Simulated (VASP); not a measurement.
# TaN (P-6m2) in VASP: a series of runs

TaN is run at these levels: PBE; tasks: single point.

Program: VASP 6.6.1. These are calculated values, not measurements. Logs are shortened: lines on timing, memory, paths and dates and some standing lists are left out, and cuts for length are marked.

**1. The cell of the first run**

It takes space group P-6m2 (No. 187, hexagonal). Conventional cell: a = 2.898 Å, b = 2.898 Å, c = 2.844 Å, α = 90.00°, β = 90.00°, γ = 120.00°. Ta (site symmetry -6m2) has 6 N at 2.20 Å and 8 Ta at 2.84 to 2.90 Å within 2.9 Å. N (site symmetry -6m2) has 6 Ta at 2.20 Å and 8 N at 2.84 to 2.90 Å within 2.9 Å.

**2. Single point, PBE (volume scaled by 0.96)**

File INCAR:

```
SYSTEM = TaN
PREC = Accurate
ENCUT = 520
EDIFF = 1E-7
ISMEAR = -1
SIGMA = 0.02
LREAL = .False.
LASPH = .True.
NELM = 60
ALGO = Normal
ISIF = 2
LWAVE = .False.
LCHARG = .True.
GGA = PE
LELF = .True.
LVHAR = .True.
NBANDS = 15
```

File KPOINTS:

```
Automatic mesh
0
Gamma
  12 12 10
  0 0 0
```

File POSCAR:

```
TaN
1.0
    2.8982913036      0.0000000000      0.0000000000
   -1.4491456518      2.5099938965      0.0000000000
    0.0000000000      0.0000000000      2.8440357641
Ta N
1 1
Direct
    0.3333333333      0.6666666667      0.5000000000
    0.0000000000      0.0000000000      0.0000000000
```

Potentials or basis: VASP PAW PBE potentials, release 64 (Ta_pv, N).

Command:

```console
cat potpaw_PBE.64/Ta_pv/POTCAR potpaw_PBE.64/N/POTCAR > POTCAR
mpirun -np 1 vasp_std > vasp.out
```

OUTCAR:

```text
SYSTEM = TaN
   PREC = Accurate
   ENCUT = 520
   EDIFF = 1E-7
   ISMEAR = -1
   LREAL = .False.
   LASPH = .True.
   NELM = 60
   ISIF = 2
   GGA = PE

 ion  position               nearest neighbor table
   1  0.333  0.667  0.500-   2 2.20   2 2.20   2 2.20   2 2.20   2 2.20   2 2.20
   2  0.000  0.000  0.000-   1 2.20   1 2.20   1 2.20   1 2.20   1 2.20   1 2.20

  LATTYP: Found a hexagonal cell.
 ALAT       =     2.8982913036
 C/A-ratio  =     0.9812801634

  Lattice vectors:

 A1 = (   2.8982913036,   0.0000000000,   0.0000000000)
 A2 = (  -1.4491456518,   2.5099938965,   0.0000000000)
 A3 = (   0.0000000000,   0.0000000000,   2.8440357641)

Analysis of symmetry for initial positions (statically):
=====================================================================
 Subroutine PRICEL returns:
 Original cell was already a primitive cell.

 Routine SETGRP: Setting up the symmetry group for a
 hexagonal supercell.

 Subroutine GETGRP returns: Found 12 space group operations
 (whereof 12 operations were pure point group operations)
 out of a pool of 24 trial point group operations.

The static configuration has the point symmetry D_3h.

Analysis of symmetry for dynamics (positions and initial velocities):
=====================================================================
 Subroutine PRICEL returns:
 Original cell was already a primitive cell.

 Routine SETGRP: Setting up the symmetry group for a
 hexagonal supercell.

 Subroutine GETGRP returns: Found 12 space group operations
 (whereof 12 operations were pure point group operations)
 out of a pool of 24 trial point group operations.

The dynamic configuration has the point symmetry D_3h.

 Subroutine INISYM returns: Found 12 space group operations
 (whereof 12 operations are pure point group operations),
 and found     1 'primitive' translations

----------------------------------------------------------------------------------------

                                     Primitive cell

  volume of cell :      20.6895

  direct lattice vectors                    reciprocal lattice vectors
     2.898291304  0.000000000  0.000000000     0.345030880  0.199203672  0.000000000
    -1.449145652  2.509993897  0.000000000     0.000000000  0.398407343  0.000000000
     0.000000000  0.000000000  2.844035764     0.000000000  0.000000000  0.351613019

  length of vectors
     2.898291304  2.898291304  2.844035764     0.398407343  0.398407343  0.351613019

  position of ions in fractional coordinates (direct lattice)
     0.333333333  0.666666667  0.500000000
     0.000000000  0.000000000  0.000000000

  ion indices of the primitive-cell ions
   primitive index   ion index
                 1           1
                 2           2

----------------------------------------------------------------------------------------

 KPOINTS: Automatic mesh

Automatic generation of k-mesh.
 Grid dimensions read from file:
 generate k-points for:   12   12   10

 Generating k-lattice:

  Cartesian coordinates                     Fractional coordinates (reciprocal lattice)
     0.028752573  0.016600306  0.000000000     0.083333333 -0.000000000  0.000000000
     0.000000000  0.033200612  0.000000000     0.000000000  0.083333333  0.000000000
     0.000000000  0.000000000  0.035161302     0.000000000  0.000000000  0.100000000

  Length of vectors
     0.033200612  0.033200612  0.035161302

  Shift w.r.t. Gamma in fractional coordinates (k-lattice)
     0.000000000  0.000000000  0.000000000

 Subroutine IBZKPT returns following result:
 ===========================================

 Found    114 irreducible k-points:

 Following reciprocal coordinates:
            Coordinates               Weight
  0.000000  0.000000  0.000000      1.000000
  0.083333 -0.000000  0.000000      6.000000
  0.166667  0.000000  0.000000      6.000000
  0.250000  0.000000  0.000000      6.000000
  0.333333  0.000000  0.000000      6.000000
  0.416667  0.000000  0.000000      6.000000
[... 16 lines left out ...]
  0.250000  0.000000  0.100000     12.000000
  0.333333  0.000000  0.100000     12.000000
 [... further k-points ...]
   k-points           NKPTS =    114   k-points in BZ     NKDIM =    114   number of bands    NBANDS=     15
   number of dos      NEDOS =    301   number of ions     NIONS =      2
   total plane-waves  NPLWV =  13824
   dimension x,y,z NGX =    24 NGY =   24 NGZ =   24
   dimension x,y,z NGXF=    48 NGYF=   48 NGZF=   48
   ions per type =               1   1
   NGX,Y,Z   is equivalent  to a cutoff of  13.77, 13.77, 14.03 a.u.
   NGXF,Y,Z  is equivalent  to a cutoff of  27.53, 27.53, 28.06 a.u.
 SYSTEM =  TaN
   PREC   = accura    normal or accurate (medium, high low for compatibility)
   ISTART =      0    job   : 0-new  1-cont  2-samecut
   ICHARG =      2    charge: 1-file 2-atom 10-const
   ISPIN  =      1    spin polarized calculation?
   LNONCOLLINEAR =      F non collinear calculations
   LSORBIT =      F    spin-orbit coupling
   LASPH  =      T    aspherical Exc in radial PAW
   ENCUT  =  520.0 eV  38.22 Ry    6.18 a.u.   5.39  5.39  5.29*2*pi/ulx,y,z
   NELM   =     60;   NELMIN=  2; NELMDL= -5     # of ELM steps
   EDIFF  = 0.1E-06   stopping-criterion for ELM
   LREAL  =      F    real-space projection
   EDIFFG = 0.1E-05   stopping-criterion for IOM
   NSW    =      0    number of steps for IOM
   IBRION =     -1    ionic relax: 0-MD 1-quasi-New 2-CG
   NFREE  =      0    steps in history (QN), initial steepest desc. (CG)
   ISIF   =      2    stress and relaxation
   ISYM   =      2    0-nonsym 1-usesym 2-fastsym
   POTIM  = 0.5000    time-step for ionic-motion
   TEBEG  =    0.0;   TEEND  =   0.0 temperature during run
   PSTRESS=    0.0 pullay stress
   NELECT =      16.0000    total number of electrons
   NUPDOWN=      -1.0000    fix difference up-down
   EMIN   =  10.00;   EMAX   =-10.00  energy-range for DOS
   EFERMI =   0.00;   METHOD = LEGACY
   ISMEAR =    -1;   SIGMA  =   0.02  broadening in eV -4-tet -1-fermi 0-gaus
   EFERMI_NEDOS =   21; number of points for ismear=-14 and -15
   IALGO  =     38    algorithm
   IMIX   =      4    mixing-type and parameters
     AMIX     =   0.40;   BMIX     =  1.00
     AMIX_MAG =   1.60;   BMIX_MAG =  1.00
  volume/ion in A,a.u.               =      10.34        69.81
  Fermi-wavevector in a.u.,A,eV,Ry     =   1.502674  2.839643 30.722371  2.258031
  Thomas-Fermi vector in A             =   2.613884
   LORBIT       =      0    0 simple, 1 ext, 2 COOP (PROOUT), +10 PAW based schemes
   GGA     = PE    functional components
   LHFCALC =     F    Hartree Fock is set to
   AEXX    =    0.0000 exact exchange contribution
   IVDW    =     0    specifies the selected vdW correction
   LEPSILON=     F    determine dielectric tensor
   LRPA    =     F    only Hartree local field effects (RPA)
 non-spin polarized calculation
  energy-cutoff  :      520.00
  volume of cell :       20.69
 maximum number of plane-waves:       580
 NGX is ok and might be reduce to    24
   NGX = 11   NGY = 11   NGZ = 11

 number of electron      15.9999999 magnetization

 Free energy of the ion-electron system (eV)
  ---------------------------------------------------
  ext. energy  EPLUGINS =         0.00000000
  ---------------------------------------------------
  free energy    TOTEN  =       -22.36898752 eV

  energy without entropy =      -22.36889998  energy(sigma->0) =      -22.36894375

 E-fermi :   8.7966     XC(G=0): -13.5718

 val. band max:        8.6832919472   @ k =   0.0000   0.0000   0.4000
 cond. band min:       8.8159626332   @ k =   0.3333   0.3333   0.0000
 fundamental gap:      0.1326706861
 Fermi energy:         8.7966477072

 k-point     1 :       0.0000    0.0000    0.0000
  band No.  band energies     occupation
      1     -26.0402      2.00000
      2     -25.7543      2.00000
      3     -25.7543      2.00000
      4      -9.4083      2.00000
      5       3.9388      2.00000
      6       3.9388      2.00000
      7       4.2871      2.00000
      8       5.7111      2.00000
      9      11.2080      0.00000
     10      12.4659      0.00000
     11      12.4659      0.00000
     12      12.9327      0.00000
     13      12.9327      0.00000
     14      22.0506      0.00000
     15      22.3085      0.00000

 k-point     2 :       0.0833   -0.0000    0.0000
  band No.  band energies     occupation
      1     -26.0291      2.00000
      2     -25.8417      2.00000
      3     -25.7727      2.00000
      4      -9.2531      2.00000
      5       3.4988      2.00000
      6       4.0558      2.00000
      7       4.5063      2.00000
      8       5.4914      2.00000
      9      11.7497      0.00000
     10      12.1451      0.00000
     11      12.4891      0.00000
     12      12.8531      0.00000
     13      13.1322      0.00000
     14      22.0410      0.00000
     15      22.2903      0.00000

 k-point     3 :       0.1667    0.0000    0.0000
  band No.  band energies     occupation
      1     -26.0740      2.00000
      2     -25.9988      2.00000
      3     -25.8224      2.00000
      4      -8.8269      2.00000
      5       2.5888      2.00000
      6       4.3669      2.00000
      7       4.9547      2.00000
      8       4.9864      2.00000
      9      11.4213      0.00000
     10      12.6041      0.00000
     11      12.6428      0.00000
     12      13.0299      0.00000
     13      13.5683      0.00000
     14      22.0288      0.00000
     15      22.2636      0.00000

 k-point     4 :       0.2500    0.0000    0.0000
  band No.  band energies     occupation
      1     -26.3774      2.00000
      2     -25.9571      2.00000
      3     -25.8897      2.00000
      4      -8.2339      2.00000
      5       1.6330      2.00000
      6       4.3265      2.00000
      7       4.7655      2.00000
      8       5.4392      2.00000
      9      10.9763      0.00000
     10      12.3710      0.00000
     11      12.9072      0.00000
     12      13.9481      0.00000
     13      14.3751      0.00000
     14      22.1370      0.00000
     15      22.3269      0.00000
[... 307 lines left out ...]
 k-point    22 :       0.1667    0.0000    0.1000
  band No.  band energies     occupation
      1     -26.1153      2.00000
      2     -26.0517      2.00000
      3     -25.8130      2.00000
      4      -8.6444      2.00000
      5       2.6872      2.00000
      6       3.8855      2.00000
      7       4.3786      2.00000
      8       5.9083      2.00000
      9      11.1949      0.00000
     10      11.3174      0.00000
     11      12.9088      0.00000
     12      13.7671      0.00000
     13      14.1207      0.00000
     14      21.9019      0.00000
     15      22.2368      0.00000

 k-point    23 :       0.2500    0.0000    0.1000
  band No.  band energies     occupation
      1     -26.3650      2.00000
      2     -26.0569      2.00000
      3     -25.8798      2.00000
      4      -8.1031      2.00000
      5       1.7116      2.00000
      6       3.7923      2.00000
      7       4.6786      2.00000
      8       5.8818      2.00000
      9      11.0970      0.00000
     10      11.4988      0.00000
     11      13.3168      0.00000
     12      13.8373      0.00000
     13      15.2195      0.00000
     14      21.9182      0.00000
     15      22.2294      0.00000

 k-point    24 :       0.3333    0.0000    0.1000
  band No.  band energies     occupation
      1     -26.6505      2.00000
      2     -26.0121      2.00000
      3     -25.9456      2.00000
      4      -7.5495      2.00000
      5       0.8990      2.00000
      6       3.4876      2.00000
      7       4.9121      2.00000
      8       5.8698      2.00000
      9      11.4858      0.00000
     10      11.8372      0.00000
     11      13.5247      0.00000
     12      13.9865      0.00000
     13      16.2063      0.00000
     14      22.1463      0.00000
     15      22.3490      0.00000

 [... further k-points ...]

------------------------ aborting loop because EDIFF is reached ----------------------------------------

  FORCE on cell =-STRESS in cart. coord.  units (eV):
  Direction    XX          YY          ZZ          XY          YZ          ZX
  --------------------------------------------------------------------------------------
  -------------------------------------------------------------------------------------
  Total        2.6461615      2.6461615      3.0505807      0.0000000     -0.0000000      0.0000000
  in kB      204.9166185    204.9166185    236.2345141      0.0000000     -0.0000000      0.0000000
  external PRESSURE =     215.3559170 kB  Pullay stress =       0.0000000 kB

 VOLUME and BASIS-vectors are now :
 -----------------------------------------------------------------------------
  energy-cutoff  :      520.00
  volume of cell :       20.69
      direct lattice vectors                 reciprocal lattice vectors
     2.898291304  0.000000000  0.000000000     0.345030880  0.199203672  0.000000000
    -1.449145652  2.509993897  0.000000000     0.000000000  0.398407343  0.000000000
     0.000000000  0.000000000  2.844035764     0.000000000  0.000000000  0.351613019

 POSITION                                       TOTAL-FORCE (eV/Angst)
 -----------------------------------------------------------------------------------
     -0.00000      1.67333      1.42202         0.000000     -0.000000      0.000000
      0.00000      0.00000      0.00000        -0.000000      0.000000      0.000000
 -----------------------------------------------------------------------------------
    total drift:                                0.000000     -0.000000     -0.000000

  FREE ENERGIE OF THE ION-ELECTRON SYSTEM (eV)
  ---------------------------------------------------
  free  energy   TOTEN  =       -22.3689875160 eV

  energy  without entropy=      -22.3688999766  energy(sigma->0) =      -22.36894375
```

It took 21 s on 1 thread of Intel Xeon Platinum 8259CL at 2.50GHz (Skylake/Cascade Lake), shared host; peak memory 0.16 GiB.

Results:

* Free energy: -22.3690 eV
* Pressure: 21.5 GPa
* Band gap on the k mesh: zero (band 8 reaches 9.12 eV, above the bottom of band 9 at 8.59 eV)

Levels at points of the mesh, in eV from the Fermi level:
| k point | band 4 | band 5 | band 6 | band 7 | band 8 | band 9 | band 10 | band 11 | band 12 | band 13 |
| --- | --- | --- | --- | --- | --- | --- | --- | --- | --- | --- |
| (0.00, 0.00, 0.00) | -18.20 | -4.86 | -4.86 | -4.51 | -3.09 | 2.41 | 3.67 | 3.67 | 4.14 | 4.14 |
| (0.50, 0.00, 0.00) | -15.76 | -8.62 | -5.51 | -3.76 | -3.37 | 3.08 | 4.16 | 5.35 | 5.50 | 7.73 |
| (0.00, 0.00, 0.50) | -15.32 | -9.71 | -4.01 | -4.01 | -0.20 | -0.20 | 2.42 | 3.35 | 3.35 | 8.46 |
| (0.50, 0.00, 0.50) | -16.17 | -7.67 | -6.46 | -6.03 | -0.38 | 4.35 | 5.57 | 6.31 | 7.36 | 10.67 |

Caveat: spin-orbit coupling is left out, which moves the levels of the heavy elements.

**3. Single point, PBE (volume scaled by 0.98)**

File INCAR:

```
ALGO     = Normal         # electronic algorithm
EDIFF    = 1E-6           # SCF threshold, eV
ENCUT    = 520            # plane-wave cutoff, eV
GGA      = PE             # functional
ISIF     = 2              # what is computed and relaxed
ISMEAR   = -1             # smearing method
LASPH    = T              # aspherical terms in the spheres
LCHARG   = F              # write CHGCAR
LREAL    = F              # projectors in reciprocal space
LWAVE    = F              # write WAVECAR
NBANDS   = 15             # bands
NELM     = 60             # most SCF steps
PREC     = Accurate       # precision mode
SIGMA    = 0.02           # smearing width, eV
```

File KPOINTS:

```
k-points
0
Gamma
  12 12 10
```

File POSCAR:

```
TaN
1.0
    2.9182801511      0.0000000000      0.0000000000
   -1.4591400756      2.5273047463      0.0000000000
    0.0000000000      0.0000000000      2.8636504237
Ta N
1 1
Direct
    0.3333333333      0.6666666667      0.5000000000
    0.0000000000      0.0000000000      0.0000000000
```

Potentials or basis: VASP PAW PBE potentials, release 64 (Ta_pv, N).

Command:

```console
cat potpaw_PBE.64/Ta_pv/POTCAR potpaw_PBE.64/N/POTCAR > POTCAR
mpirun -np 1 vasp_std > vasp.out
```

Wall time 20 s (1 thread of Intel Xeon Platinum 8259CL at 2.50GHz (Skylake/Cascade Lake), shared host); peak memory 0.17 GiB.

Results (log left out):

```
Free energy            : -22.4157 eV
Pressure               : 13.0 GPa
Band gap on the k mesh : zero (band 8 reaches 8.89 eV, above the bottom of band 9 at 8.38 eV)
```

Stress tensor (GPa, compression positive):
```
12.32  0.00  0.00
 0.00 12.32  0.00
 0.00  0.00 14.46
```

Levels at points of the mesh, in eV from the Fermi level:
| k point | band 6 | band 7 | band 8 | band 9 | band 10 | band 11 |
| --- | --- | --- | --- | --- | --- | --- |
| (0.00, 0.00, 0.00) | -4.76 | -4.41 | -3.06 | 2.26 | 3.57 | 3.57 |
| (0.50, 0.00, 0.00) | -5.40 | -3.67 | -3.33 | 2.99 | 4.03 | 5.23 |
| (0.00, 0.00, 0.50) | -3.93 | -3.93 | -0.20 | -0.20 | 2.36 | 3.29 |
| (0.50, 0.00, 0.50) | -6.38 | -5.91 | -0.43 | 4.20 | 5.40 | 6.12 |

Caveat: spin-orbit coupling is left out, which moves the levels of the heavy elements.

(Continued in part 2 of 3.)
